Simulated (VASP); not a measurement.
# MnS (F-43m) in VASP: single point with PBEsol

Aim: the single point of MnS with PBEsol.

Program: VASP 6.6.1. These are calculated values, not measurements. Logs are shortened: lines on timing, memory, paths and dates and some standing lists are left out, and cuts for length are marked.

## (1) The cell of the first run

The structure is cubic, space group F-43m (No. 216). Conventional cell: a = 5.600 Å, b = 5.600 Å, c = 5.600 Å, α = 90.00°, β = 90.00°, γ = 90.00°. Within 3.2 Å of Mn (site symmetry -43m) lie 4 S at 2.42 Å. Within 3.2 Å of S (site symmetry -43m) lie 4 Mn at 2.42 Å.

## (2) Single point, PBEsol, collinear spin, ferromagnetic start

Input file INCAR:

```
SYSTEM = MnS
ALGO = Normal
EDIFF = 1E-6
ENCUT = 520
GGA = PS
ISIF = 2
ISMEAR = 0
ISPIN = 2
LASPH = .True.
LCHARG = .True.
LELF = .True.
LMAXMIX = 4
LORBIT = 11
LREAL = .False.
LVHAR = .True.
LWAVE = .False.
MAGMOM = 4.52 0.12
NBANDS = 20
NELM = 150
PREC = Accurate
SIGMA = 0.15
```

Input file KPOINTS:

```
k-points
0
Gamma
  14 14 14
  0 0 0
```

Input file POSCAR:

```
MnS
1.0
    0.0000000000      2.8000000000      2.8000000000
    2.8000000000      0.0000000000      2.8000000000
    2.8000000000      2.8000000000      0.0000000000
Mn S
1 1
Direct
    0.0000000000      0.0000000000      0.0000000000
    0.7500000000      0.7500000000      0.7500000000
```

Potentials or basis: VASP PAW PBE potentials, release 64 (Mn_pv, S).

Launch:

```bash
$ cat potpaw_PBE.64/Mn_pv/POTCAR potpaw_PBE.64/S/POTCAR > POTCAR
$ mpirun -np 1 vasp_std > vasp.out
```

OUTCAR:

```text
SYSTEM = MnS
   EDIFF = 1E-6
   ENCUT = 520
   GGA = PS
   ISIF = 2
   ISMEAR = 0
   ISPIN = 2
   LASPH = .True.
   LORBIT = 11
   LREAL = .False.
   NELM = 150
   PREC = Accurate

 ion  position               nearest neighbor table
   1  0.000  0.000  0.000-   2 2.42   2 2.42   2 2.42   2 2.42
   2  0.750  0.750  0.750-   1 2.42   1 2.42   1 2.42   1 2.42

  LATTYP: Found a face centered cubic cell.
 ALAT       =     5.6000000000

  Lattice vectors:

 A1 = (   0.0000000000,   2.8000000000,   2.8000000000)
 A2 = (   2.8000000000,   0.0000000000,   2.8000000000)
 A3 = (   2.8000000000,   2.8000000000,   0.0000000000)

Analysis of symmetry for initial positions (statically):
=====================================================================
 Subroutine PRICEL returns:
 Original cell was already a primitive cell.

 Routine SETGRP: Setting up the symmetry group for a
 face centered cubic supercell.

 Subroutine GETGRP returns: Found 24 space group operations
 (whereof 24 operations were pure point group operations)
 out of a pool of 48 trial point group operations.

The static configuration has the point symmetry T_d .

Analysis of symmetry for dynamics (positions and initial velocities):
=====================================================================
 Subroutine PRICEL returns:
 Original cell was already a primitive cell.

 Routine SETGRP: Setting up the symmetry group for a
 face centered cubic supercell.

 Subroutine GETGRP returns: Found 24 space group operations
 (whereof 24 operations were pure point group operations)
 out of a pool of 48 trial point group operations.

The dynamic configuration has the point symmetry T_d .

Analysis of structural, dynamic, and magnetic symmetry:
=====================================================================
 Subroutine PRICEL returns:
 Original cell was already a primitive cell.

 Routine SETGRP: Setting up the symmetry group for a
 face centered cubic supercell.

 Subroutine GETGRP returns: Found 24 space group operations
 (whereof 24 operations were pure point group operations)
 out of a pool of 48 trial point group operations.

The overall configuration has the point symmetry T_d .

 Subroutine INISYM returns: Found 24 space group operations
 (whereof 24 operations are pure point group operations),
 and found     1 'primitive' translations

----------------------------------------------------------------------------------------

                                     Primitive cell

  volume of cell :      43.9040

  direct lattice vectors                    reciprocal lattice vectors
     0.000000000  2.800000000  2.800000000    -0.178571429  0.178571429  0.178571429
     2.800000000  0.000000000  2.800000000     0.178571429 -0.178571429  0.178571429
     2.800000000  2.800000000  0.000000000     0.178571429  0.178571429 -0.178571429

  length of vectors
     3.959797975  3.959797975  3.959797975     0.309294787  0.309294787  0.309294787

  position of ions in fractional coordinates (direct lattice)
     0.000000000  0.000000000  0.000000000
     0.750000000  0.750000000  0.750000000

  ion indices of the primitive-cell ions
   primitive index   ion index
                 1           1
                 2           2

----------------------------------------------------------------------------------------

 KPOINTS: k-points

Automatic generation of k-mesh.
 Grid dimensions read from file:
 generate k-points for:   14   14   14

 Generating k-lattice:

  Cartesian coordinates                     Fractional coordinates (reciprocal lattice)
    -0.012755102  0.012755102  0.012755102     0.071428571  0.000000000  0.000000000
     0.012755102 -0.012755102  0.012755102     0.000000000  0.071428571  0.000000000
     0.012755102  0.012755102 -0.012755102     0.000000000  0.000000000  0.071428571

  Length of vectors
     0.022092485  0.022092485  0.022092485

  Shift w.r.t. Gamma in fractional coordinates (k-lattice)
     0.000000000  0.000000000  0.000000000

 Subroutine IBZKPT returns following result:
 ===========================================

 Found    104 irreducible k-points:

 Following reciprocal coordinates:
            Coordinates               Weight
  0.000000  0.000000  0.000000      1.000000
  0.071429  0.000000  0.000000      8.000000
  0.142857  0.000000  0.000000      8.000000
  0.214286  0.000000  0.000000      8.000000
  0.285714  0.000000  0.000000      8.000000
  0.357143  0.000000  0.000000      8.000000
[... 16 lines left out ...]
  0.214286  0.142857  0.000000     24.000000
  0.285714  0.142857  0.000000     24.000000
 [... further k-points ...]
   k-points           NKPTS =    104   k-points in BZ     NKDIM =    104   number of bands    NBANDS=     20
   number of dos      NEDOS =    301   number of ions     NIONS =      2
   total plane-waves  NPLWV =  27000
   dimension x,y,z NGX =    30 NGY =   30 NGZ =   30
   dimension x,y,z NGXF=    60 NGYF=   60 NGZF=   60
   ions per type =               1   1
   NGX,Y,Z   is equivalent  to a cutoff of  12.60, 12.60, 12.60 a.u.
   NGXF,Y,Z  is equivalent  to a cutoff of  25.19, 25.19, 25.19 a.u.
 SYSTEM =  MnS
   PREC   = accura    normal or accurate (medium, high low for compatibility)
   ISTART =      0    job   : 0-new  1-cont  2-samecut
   ICHARG =      2    charge: 1-file 2-atom 10-const
   ISPIN  =      2    spin polarized calculation?
   LNONCOLLINEAR =      F non collinear calculations
   LSORBIT =      F    spin-orbit coupling
   LASPH  =      T    aspherical Exc in radial PAW
   ENCUT  =  520.0 eV  38.22 Ry    6.18 a.u.   7.36  7.36  7.36*2*pi/ulx,y,z
   NELM   =    150;   NELMIN=  2; NELMDL= -5     # of ELM steps
   EDIFF  = 0.1E-05   stopping-criterion for ELM
   LREAL  =      F    real-space projection
   EDIFFG = 0.1E-04   stopping-criterion for IOM
   NSW    =      0    number of steps for IOM
   IBRION =     -1    ionic relax: 0-MD 1-quasi-New 2-CG
   NFREE  =      0    steps in history (QN), initial steepest desc. (CG)
   ISIF   =      2    stress and relaxation
   ISYM   =      2    0-nonsym 1-usesym 2-fastsym
   POTIM  = 0.5000    time-step for ionic-motion
   TEBEG  =    0.0;   TEEND  =   0.0 temperature during run
   PSTRESS=    0.0 pullay stress
   NELECT =      19.0000    total number of electrons
   NUPDOWN=      -1.0000    fix difference up-down
   EMIN   =  10.00;   EMAX   =-10.00  energy-range for DOS
   EFERMI =   0.00;   METHOD = LEGACY
   ISMEAR =     0;   SIGMA  =   0.15  broadening in eV -4-tet -1-fermi 0-gaus
   EFERMI_NEDOS =   21; number of points for ismear=-14 and -15
   IALGO  =     38    algorithm
   IMIX   =      4    mixing-type and parameters
     AMIX     =   0.40;   BMIX     =  1.00
     AMIX_MAG =   1.60;   BMIX_MAG =  1.00
  volume/ion in A,a.u.               =      21.95       148.14
  Fermi-wavevector in a.u.,A,eV,Ry     =   1.238297  2.340041 20.862879  1.533378
  Thomas-Fermi vector in A             =   2.372828
   LORBIT       =     11    0 simple, 1 ext, 2 COOP (PROOUT), +10 PAW based schemes
   GGA     = PS    functional components
   LHFCALC =     F    Hartree Fock is set to
   AEXX    =    0.0000 exact exchange contribution
   IVDW    =     0    specifies the selected vdW correction
   LEPSILON=     F    determine dielectric tensor
   LRPA    =     F    only Hartree local field effects (RPA)
 spin polarized calculation
 Gauss-broadening in eV      SIGMA  =   0.15
  energy-cutoff  :      520.00
  volume of cell :       43.90
 maximum number of plane-waves:      1243
 NGX is ok and might be reduce to    30
   NGX = 15   NGY = 15   NGZ = 15

 number of electron      18.9999987 magnetization       4.8745574

 Free energy of the ion-electron system (eV)
  ---------------------------------------------------
  ext. energy  EPLUGINS =         0.00000000
  ---------------------------------------------------
  free energy    TOTEN  =       -14.75927691 eV

  energy without entropy =      -14.74827738  energy(sigma->0) =      -14.75377714

 E-fermi :   4.3371     XC(G=0):  -9.5233

 val. band max:        4.3362379705   @ k =   0.5000   0.4286   0.0000
 cond. band min:       4.3395484881   @ k =  -0.4286   0.4286   0.0000
 fundamental gap:      0.0033105176
 Fermi energy:         4.3371484355

 spin component 1

 k-point     1 :       0.0000    0.0000    0.0000
  band No.  band energies     occupation
      1     -46.1871      1.00000
      2     -46.1871      1.00000
      3     -46.1871      1.00000
      4      -9.5072      1.00000
      5      -0.4797      1.00000
      6      -0.4797      1.00000
[... 12 lines left out ...]
     19      16.2038      0.00000
     20      16.9010      0.00000
[... 507 lines left out ...]
 k-point    24 :       0.2857    0.1429    0.0000
  band No.  band energies     occupation
      1     -46.1888      1.00000
      2     -46.1876      1.00000
      3     -46.1876      1.00000
      4      -9.1190      1.00000
      5      -1.0184      1.00000
      6      -0.3337      1.00000
[... 12 lines left out ...]
     19      16.6045      0.00000
     20      19.5552      0.00000

 [... further k-points ...]

 spin component 2

 k-point     1 :       0.0000    0.0000    0.0000
  band No.  band energies     occupation
      1     -41.6850      1.00000
      2     -41.6850      1.00000
      3     -41.6850      1.00000
      4      -9.1794      1.00000
      5       1.1016      1.00000
      6       1.1016      1.00000
[... 12 lines left out ...]
     19      17.0884      0.00000
     20      17.8696      0.00000
[... 507 lines left out ...]
 k-point    24 :       0.2857    0.1429    0.0000
  band No.  band energies     occupation
      1     -41.6874      1.00000
      2     -41.6857      1.00000
      3     -41.6857      1.00000
      4      -8.8158      1.00000
      5       0.0542      1.00000
      6       1.0704      1.00000
[... 12 lines left out ...]
     19      17.5489      0.00000
     20      20.4722      0.00000

 [... further k-points ...]

------------------------ aborting loop because EDIFF is reached ----------------------------------------

  FORCE on cell =-STRESS in cart. coord.  units (eV):
  Direction    XX          YY          ZZ          XY          YZ          ZX
  --------------------------------------------------------------------------------------
  -------------------------------------------------------------------------------------
  Total       -0.6118893     -0.6118893     -0.6118893      0.0000000      0.0000000      0.0000000
  in kB      -22.3295180    -22.3295180    -22.3295180      0.0000000      0.0000000      0.0000000
  external PRESSURE =     -22.3295180 kB  Pullay stress =       0.0000000 kB

 VOLUME and BASIS-vectors are now :
 -----------------------------------------------------------------------------
  energy-cutoff  :      520.00
  volume of cell :       43.90
      direct lattice vectors                 reciprocal lattice vectors
     0.000000000  2.800000000  2.800000000    -0.178571429  0.178571429  0.178571429
     2.800000000  0.000000000  2.800000000     0.178571429 -0.178571429  0.178571429
     2.800000000  2.800000000  0.000000000     0.178571429  0.178571429 -0.178571429

 POSITION                                       TOTAL-FORCE (eV/Angst)
 -----------------------------------------------------------------------------------
      0.00000      0.00000      0.00000         0.000000      0.000000      0.000000
      4.20000      4.20000      4.20000        -0.000000     -0.000000     -0.000000
 -----------------------------------------------------------------------------------
    total drift:                                0.000000      0.000000      0.000000

  FREE ENERGIE OF THE ION-ELECTRON SYSTEM (eV)
  ---------------------------------------------------
  free  energy   TOTEN  =       -14.7592769082 eV

  energy  without entropy=      -14.7482773806  energy(sigma->0) =      -14.75377714

 total charge

# of ion       s       p       d       tot
------------------------------------------
    1        0.264   6.215   4.903  11.382
    2        1.310   2.418   0.000   3.728
--------------------------------------------------
tot          1.573   8.634   4.903  15.110

 magnetization (x)

# of ion       s       p       d       tot
------------------------------------------
    1        0.049   0.066   4.179   4.293
    2        0.010   0.066   0.000   0.076
--------------------------------------------------
tot          0.059   0.132   4.179   4.369
```

Run time: 4.7 min. Hardware: 1 thread of Intel Xeon 8259CL, shared host; peak memory 0.29 GiB.

Results:

```yaml
Free_energy: -14.7593 eV
Pressure: -2.2 GPa
Net_moment: 4.87 μB per cell
Site_moments: Mn +4.29; S +0.08 μB
Valence_electrons_inside_the_program's_atomic_spheres: Mn 11.38; S 3.73
```

Caveat: the PAW data sets were made with another functional, which shifts forces and pressure a little; a cell with one magnetic atom can't hold antiferromagnetic order, which such compounds often take; semilocal functionals often make such compounds metallic where correlation or magnetic order opens a gap, which also shifts bond lengths. With open d or f shells a metallic result of PBEsol can be an artefact of self-interaction; +U or a hybrid may open a gap.
